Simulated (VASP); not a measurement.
# Ta (Im-3m) in VASP: notebook

Ta is run at these levels: PBE; tasks: single point, relaxation of cell and atoms.

All numbers are computed with VASP 6.6.1; they aren't measurements. Logs are shortened: lines on timing, memory, paths and dates and some standing lists are left out, and cuts for length are marked.

## 1. The cell of the first run

The structure is cubic, space group Im-3m (No. 229). The conventional cell has a = 3.321 Å, b = 3.321 Å, c = 3.321 Å, α = 90.00°, β = 90.00°, γ = 90.00°. Ta (site symmetry m-3m) has 14 Ta at 2.88 to 3.32 Å within 3.8 Å.

## 2. Single point, PBE

INCAR reads:

```
  PREC = Accurate
  ENCUT = 520
  EDIFF = 1E-7
  ISMEAR = -1
  SIGMA = 0.1
  LREAL = False
  LASPH = True
  NELM = 60
  ALGO = Normal
  ISIF = 2
  LWAVE = False
  LCHARG = True
  GGA = PE
  LELF = True
  LVHAR = True
  NBANDS = 12
```

KPOINTS reads:

```
regular mesh
0
Gamma
  19 19 19
```

POSCAR reads:

```
Ta
1.0
   -1.6607181506      1.6607181506      1.6607181506
    1.6607181506     -1.6607181506      1.6607181506
    1.6607181506      1.6607181506     -1.6607181506
Ta
1
Direct
    0.0000000000      0.0000000000      0.0000000000
```

Potentials or basis: VASP PAW PBE potentials, release 64 (Ta_pv).

Launch:

```bash
$ cat potpaw_PBE.64/Ta_pv/POTCAR > POTCAR
$ mpirun -np 1 vasp_std > vasp.out
```

OUTCAR:

```text
PREC = Accurate
   ENCUT = 520
   EDIFF = 1E-7
   ISMEAR = -1
   LREAL = False
   LASPH = True
   NELM = 60
   ISIF = 2
   GGA = PE

 ion  position               nearest neighbor table
   1  0.000  0.000  0.000-

  LATTYP: Found a body centered cubic cell.
 ALAT       =     3.3214363012

  Lattice vectors:

 A1 = (  -1.6607181506,   1.6607181506,   1.6607181506)
 A2 = (   1.6607181506,  -1.6607181506,   1.6607181506)
 A3 = (   1.6607181506,   1.6607181506,  -1.6607181506)

Analysis of symmetry for initial positions (statically):
=====================================================================
 Subroutine PRICEL returns:
 Original cell was already a primitive cell.

 Routine SETGRP: Setting up the symmetry group for a
 body centered cubic supercell.

 Subroutine GETGRP returns: Found 48 space group operations
 (whereof 48 operations were pure point group operations)
 out of a pool of 48 trial point group operations.

The static configuration has the point symmetry O_h .

Analysis of symmetry for dynamics (positions and initial velocities):
=====================================================================
 Subroutine PRICEL returns:
 Original cell was already a primitive cell.

 Routine SETGRP: Setting up the symmetry group for a
 body centered cubic supercell.

 Subroutine GETGRP returns: Found 48 space group operations
 (whereof 48 operations were pure point group operations)
 out of a pool of 48 trial point group operations.

The dynamic configuration has the point symmetry O_h .

 Subroutine INISYM returns: Found 48 space group operations
 (whereof 48 operations are pure point group operations),
 and found     1 'primitive' translations

----------------------------------------------------------------------------------------

                                     Primitive cell

  volume of cell :      18.3209

  direct lattice vectors                    reciprocal lattice vectors
    -1.660718151  1.660718151  1.660718151     0.000000000  0.301074568  0.301074568
     1.660718151 -1.660718151  1.660718151     0.301074568  0.000000000  0.301074568
     1.660718151  1.660718151 -1.660718151     0.301074568  0.301074568  0.000000000

  length of vectors
     2.876448214  2.876448214  2.876448214     0.425783738  0.425783738  0.425783738

  position of ions in fractional coordinates (direct lattice)
     0.000000000  0.000000000  0.000000000

  ion indices of the primitive-cell ions
   primitive index   ion index
                 1           1

----------------------------------------------------------------------------------------

 KPOINTS: regular mesh

Automatic generation of k-mesh.
 Grid dimensions read from file:
 generate k-points for:   19   19   19

 Generating k-lattice:

  Cartesian coordinates                     Fractional coordinates (reciprocal lattice)
     0.000000000  0.015846030  0.015846030     0.052631579  0.000000000  0.000000000
     0.015846030  0.000000000  0.015846030     0.000000000  0.052631579  0.000000000
     0.015846030  0.015846030  0.000000000     0.000000000  0.000000000  0.052631579

  Length of vectors
     0.022409670  0.022409670  0.022409670

  Shift w.r.t. Gamma in fractional coordinates (k-lattice)
     0.000000000  0.000000000  0.000000000

 Subroutine IBZKPT returns following result:
 ===========================================

 Found    220 irreducible k-points:

 Following reciprocal coordinates:
            Coordinates               Weight
  0.000000  0.000000  0.000000      1.000000
  0.052632  0.000000  0.000000     12.000000
  0.105263  0.000000  0.000000     12.000000
  0.157895  0.000000  0.000000     12.000000
  0.210526  0.000000  0.000000     12.000000
  0.263158  0.000000  0.000000     12.000000
[... 16 lines left out ...]
  0.263158  0.105263  0.000000     48.000000
  0.315789  0.105263  0.000000     48.000000
 [... further k-points ...]
   k-points           NKPTS =    220   k-points in BZ     NKDIM =    220   number of bands    NBANDS=     12
   number of dos      NEDOS =    301   number of ions     NIONS =      1
   total plane-waves  NPLWV =  13824
   dimension x,y,z NGX =    24 NGY =   24 NGZ =   24
   dimension x,y,z NGXF=    48 NGYF=   48 NGZF=   48
   ions per type =               1
   NGX,Y,Z   is equivalent  to a cutoff of  13.87, 13.87, 13.87 a.u.
   NGXF,Y,Z  is equivalent  to a cutoff of  27.74, 27.74, 27.74 a.u.
 SYSTEM =  unknown system
   PREC   = accura    normal or accurate (medium, high low for compatibility)
   ISTART =      0    job   : 0-new  1-cont  2-samecut
   ICHARG =      2    charge: 1-file 2-atom 10-const
   ISPIN  =      1    spin polarized calculation?
   LNONCOLLINEAR =      F non collinear calculations
   LSORBIT =      F    spin-orbit coupling
   LASPH  =      T    aspherical Exc in radial PAW
   ENCUT  =  520.0 eV  38.22 Ry    6.18 a.u.   5.35  5.35  5.35*2*pi/ulx,y,z
   NELM   =     60;   NELMIN=  2; NELMDL= -5     # of ELM steps
   EDIFF  = 0.1E-06   stopping-criterion for ELM
   LREAL  =      F    real-space projection
   EDIFFG = 0.1E-05   stopping-criterion for IOM
   NSW    =      0    number of steps for IOM
   IBRION =     -1    ionic relax: 0-MD 1-quasi-New 2-CG
   NFREE  =      0    steps in history (QN), initial steepest desc. (CG)
   ISIF   =      2    stress and relaxation
   ISYM   =      2    0-nonsym 1-usesym 2-fastsym
   POTIM  = 0.5000    time-step for ionic-motion
   TEBEG  =    0.0;   TEEND  =   0.0 temperature during run
   PSTRESS=    0.0 pullay stress
   NELECT =      11.0000    total number of electrons
   NUPDOWN=      -1.0000    fix difference up-down
   EMIN   =  10.00;   EMAX   =-10.00  energy-range for DOS
   EFERMI =   0.00;   METHOD = LEGACY
   ISMEAR =    -1;   SIGMA  =   0.10  broadening in eV -4-tet -1-fermi 0-gaus
   EFERMI_NEDOS =   21; number of points for ismear=-14 and -15
   IALGO  =     38    algorithm
   IMIX   =      4    mixing-type and parameters
     AMIX     =   0.40;   BMIX     =  1.00
     AMIX_MAG =   1.60;   BMIX_MAG =  1.00
  volume/ion in A,a.u.               =      18.32       123.64
  Fermi-wavevector in a.u.,A,eV,Ry     =   1.381094  2.609889 25.952020  1.907420
  Thomas-Fermi vector in A             =   2.505910
   LORBIT       =      0    0 simple, 1 ext, 2 COOP (PROOUT), +10 PAW based schemes
   GGA     = PE    functional components
   LHFCALC =     F    Hartree Fock is set to
   AEXX    =    0.0000 exact exchange contribution
   IVDW    =     0    specifies the selected vdW correction
   LEPSILON=     F    determine dielectric tensor
   LRPA    =     F    only Hartree local field effects (RPA)
 non-spin polarized calculation
  energy-cutoff  :      520.00
  volume of cell :       18.32
 maximum number of plane-waves:       531
 NGX is ok and might be reduce to    24
   NGX = 11   NGY = 11   NGZ = 11

 number of electron      11.0000000 magnetization

 Free energy of the ion-electron system (eV)
  ---------------------------------------------------
  ext. energy  EPLUGINS =         0.00000000
  ---------------------------------------------------
  free energy    TOTEN  =       -11.83442429 eV

  energy without entropy =      -11.78994283  energy(sigma->0) =      -11.81218356

 E-fermi :   5.3571     XC(G=0): -12.5314

 val. band max:        5.3509818515   @ k =  -0.2105   0.2105   0.2105
 cond. band min:       5.3576295864   @ k =   0.1053   0.0526   0.0526
 fundamental gap:      0.0066477349
 Fermi energy:         5.3570506150

 k-point     1 :       0.0000    0.0000    0.0000
  band No.  band energies     occupation
      1     -27.7904      2.00000
      2     -27.7904      2.00000
      3     -27.7904      2.00000
      4      -2.5014      2.00000
      5       6.0831      0.00141
      6       6.0831      0.00141
      7       6.0831      0.00141
      8       9.2962      0.00000
      9       9.2962      0.00000
     10      19.9875      0.00000
     11      20.2796      0.00000
     12      20.2796      0.00000

 k-point     2 :       0.0526    0.0000    0.0000
  band No.  band energies     occupation
      1     -27.8231      2.00000
      2     -27.8005      2.00000
      3     -27.7906      2.00000
      4      -2.3797      2.00000
      5       6.0036      0.00311
      6       6.0611      0.00175
      7       6.2019      0.00043
      8       9.1651      0.00000
      9       9.2964      0.00000
     10      19.9875      0.00000
     11      20.3899      0.00000
     12      20.4935      0.00000

 k-point     3 :       0.1053    0.0000    0.0000
  band No.  band energies     occupation
      1     -27.9165      2.00000
      2     -27.8295      2.00000
      3     -27.7910      2.00000
      4      -2.0253      2.00000
      5       5.7828      0.02791
      6       5.9701      0.00434
      7       6.5550      0.00001
      8       8.8787      0.00000
      9       9.3028      0.00000
     10      19.9873      0.00000
     11      20.6721      0.00000
     12      21.1162      0.00000

 k-point     4 :       0.1579    0.0000    0.0000
  band No.  band energies     occupation
      1     -28.0584      2.00000
      2     -27.8741      2.00000
      3     -27.7918      2.00000
      4      -1.4725      2.00000
      5       5.4644      0.50935
      6       5.7633      0.03383
      7       7.1325      0.00000
      8       8.6541      0.00000
      9       9.3306      0.00000
     10      19.9867      0.00000
     11      20.9446      0.00000
     12      22.0985      0.00000

 k-point     5 :       0.2105    0.0000    0.0000
  band No.  band energies     occupation
      1     -28.2309      2.00000
      2     -27.9291      2.00000
      3     -27.7927      2.00000
      4      -0.7848      2.00000
      5       5.1003      1.85742
      6       5.4665      0.50156
      7       7.9170      0.00000
      8       8.6243      0.00000
      9       9.3967      0.00000
     10      19.9854      0.00000
     11      20.8515      0.00000
     12      22.5207      0.00000

 k-point     6 :       0.2632    0.0000    0.0000
  band No.  band energies     occupation
      1     -28.4135      2.00000
      2     -27.9883      2.00000
      3     -27.7937      2.00000
      4      -0.0672      2.00000
      5       4.7372      1.99594
      6       5.2290      1.56505
      7       8.7665      0.00000
      8       8.8807      0.00000
      9       9.5120      0.00000
     10      19.9813      0.00000
     11      20.1979      0.00000
     12      21.5373      0.00000

 k-point     7 :       0.3158    0.0000    0.0000
  band No.  band energies     occupation
      1     -28.5865      2.00000
      2     -28.0452      2.00000
      3     -27.7947      2.00000
      4       0.5305      2.00000
      5       4.4109      1.99984
      6       5.2466      1.50202
      7       8.9852      0.00000
      8       9.6750      0.00000
      9       9.9788      0.00000
     10      19.2614      0.00000
     11      19.9047      0.00000
     12      20.1571      0.00000

 k-point     8 :       0.3684    0.0000    0.0000
  band No.  band energies     occupation
      1     -28.7325      2.00000
      2     -28.0939      2.00000
      3     -27.7957      2.00000
      4       0.8848      2.00000
      5       4.1471      1.99999
      6       5.6290      0.12364
      7       9.1737      0.00000
      8       9.8666      0.00000
      9      11.1327      0.00000
     10      18.3518      0.00000
     11      18.6391      0.00000
     12      20.0011      0.00000
[... 166 lines left out ...]
 k-point    20 :       0.1053    0.1053    0.0000
  band No.  band energies     occupation
      1     -28.1329      2.00000
      2     -27.8739      2.00000
      3     -27.8209      2.00000
      4      -1.1524      2.00000
      5       5.4016      0.78109
      6       5.4877      0.42618
      7       7.5483      0.00000
      8       8.4129      0.00000
      9       9.5115      0.00000
     10      19.9862      0.00000
     11      21.3425      0.00000
     12      22.0687      0.00000

 k-point    21 :       0.1579    0.1053   -0.0000
  band No.  band energies     occupation
      1     -28.2846      2.00000
      2     -27.9279      2.00000
      3     -27.8301      2.00000
      4      -0.4787      2.00000
      5       5.0702      1.89255
      6       5.1857      1.69461
      7       8.3056      0.00000
      8       8.3911      0.00000
      9       9.6721      0.00000
     10      19.9845      0.00000
     11      21.3098      0.00000
     12      22.0583      0.00000

 k-point    22 :       0.2105    0.1053    0.0000
  band No.  band energies     occupation
      1     -28.4430      2.00000
      2     -27.9944      2.00000
      3     -27.8345      2.00000
      4       0.2410      2.00000
      5       4.7109      1.99688
      6       4.9605      1.96278
      7       8.4280      0.00000
      8       9.3589      0.00000
      9       9.8261      0.00000
     10      19.9711      0.00000
     11      20.2972      0.00000
     12      21.7048      0.00000

 k-point    23 :       0.2632    0.1053    0.0000
  band No.  band energies     occupation
      1     -28.5921      2.00000
      2     -28.0614      2.00000
      3     -27.8374      2.00000
      4       0.8598      2.00000
      5       4.4059      1.99985
      6       4.9356      1.97087
      7       8.6601      0.00000
      8       9.9516      0.00000
      9      10.4724      0.00000
     10      19.1272      0.00000
     11      19.9849      0.00000
     12      20.5498      0.00000

 k-point    24 :       0.3158    0.1053    0.0000
  band No.  band energies     occupation
      1     -28.7176      2.00000
      2     -28.1198      2.00000
      3     -27.8395      2.00000
      4       1.2346      2.00000
      5       4.1728      1.99999
      6       5.2383      1.53249
      7       8.9183      0.00000
      8      10.0648      0.00000
      9      11.6208      0.00000
     10      18.0327      0.00000
     11      19.2762      0.00000
     12      20.0009      0.00000

 [... further k-points ...]
[... 5 lines left out ...]
  --------------------------------------------------------------------------------------
  -------------------------------------------------------------------------------------
  Total       -0.0034851     -0.0034851     -0.0034851     -0.0000000      0.0000000     -0.0000000
  in kB       -0.3047773     -0.3047773     -0.3047773     -0.0000000      0.0000000     -0.0000000
  external PRESSURE =      -0.3047773 kB  Pullay stress =       0.0000000 kB

 VOLUME and BASIS-vectors are now :
 -----------------------------------------------------------------------------
  energy-cutoff  :      520.00
  volume of cell :       18.32
      direct lattice vectors                 reciprocal lattice vectors
    -1.660718151  1.660718151  1.660718151     0.000000000  0.301074568  0.301074568
     1.660718151 -1.660718151  1.660718151     0.301074568  0.000000000  0.301074568
     1.660718151  1.660718151 -1.660718151     0.301074568  0.301074568  0.000000000

 POSITION                                       TOTAL-FORCE (eV/Angst)
 -----------------------------------------------------------------------------------
      0.00000      0.00000      0.00000         0.000000      0.000000      0.000000
 -----------------------------------------------------------------------------------
    total drift:                               -0.000000      0.000000      0.000000

  FREE ENERGIE OF THE ION-ELECTRON SYSTEM (eV)
  ---------------------------------------------------
  free  energy   TOTEN  =       -11.8344242907 eV

  energy  without entropy=      -11.7899428315  energy(sigma->0) =      -11.81218356
```

Wall time 54 s (1 thread of Intel Xeon 8259CL, shared host); peak memory 0.18 GiB.

Results:

| Item | Value |
| --- | --- |
| Free energy | -11.8344 eV |
| Pressure | 0.0 GPa |

Levels at points of the mesh, in eV from the Fermi level:
| k point | band 2 | band 3 | band 4 | band 5 | band 6 | band 7 | band 8 | band 9 | band 10 | band 11 |
| --- | --- | --- | --- | --- | --- | --- | --- | --- | --- | --- |
| (0.00, 0.00, 0.00) | -33.15 | -33.15 | -7.86 | 0.73 | 0.73 | 0.73 | 3.94 | 3.94 | 14.63 | 14.92 |

Caveat: spin-orbit coupling is left out, which moves the levels of the heavy elements.

(Continued in part 2 of 2.)
